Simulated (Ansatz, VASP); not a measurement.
# Ca2Nb2O6F: VASP beside Ansatz

```
Ca Nb O F
1.0
     0.00000    5.19650    5.19650
     5.19650    0.00000    5.19650
     5.19650    5.19650    0.00000
Ca Nb O F
4 4 12 2
Cartesian
  1.2991 1.2991 1.2991
  1.2991 3.8974 3.8974
  3.8974 3.8974 1.2991
  3.8974 1.2991 3.8974
  6.4956 6.4956 6.4956
  6.4956 3.8974 3.8974
  3.8974 3.8974 6.4956
  3.8974 6.4956 3.8974
  3.2530 5.1965 5.1965
  7.7948 5.8513 7.7948
  7.1400 5.1965 5.1965
  7.7948 9.7382 7.7948
  5.1965 3.2530 5.1965
  7.7948 7.7948 5.8513
  5.1965 7.1400 5.1965
  7.7948 7.7948 9.7382
  9.7382 7.7948 7.7948
  5.1965 5.1965 3.2530
  5.8513 7.7948 7.7948
  5.1965 5.1965 7.1400
  0.0000 0.0000 0.0000
  2.5983 2.5983 2.5983
```

Alike in both runs: task electric field gradients; functional PBE; k mesh 5 × 5 × 5; occupations fermi-dirac, width 0.05 eV; no spin polarisation.

|  | VASP | Ansatz |
| --- | --- | --- |
| version | VASP 6.6.1 | Ansatz 0.2.0 |
| potentials or method | VASP PAW PBE potentials, release 64 (Ca_sv, Nb_sv, O, F) | plane-wave PAW, scalar-relativistic |
| plane-wave cutoff (eV) | 520 | 420 |
| valence electrons in the cell | 178 | 178 |

```tsv
	VASP	Ansatz	Ansatz less VASP
pressure (GPa)	15.0	15.2	+0.17
rms of the force components (eV/Å)	0.918	0.933	+0.0153
size of Vzz on the site where it differs most (V/Å²)	19.7	25.0	+5.28
```

Atom by atom the forces differ by 0.015 eV/Å (rms over components).
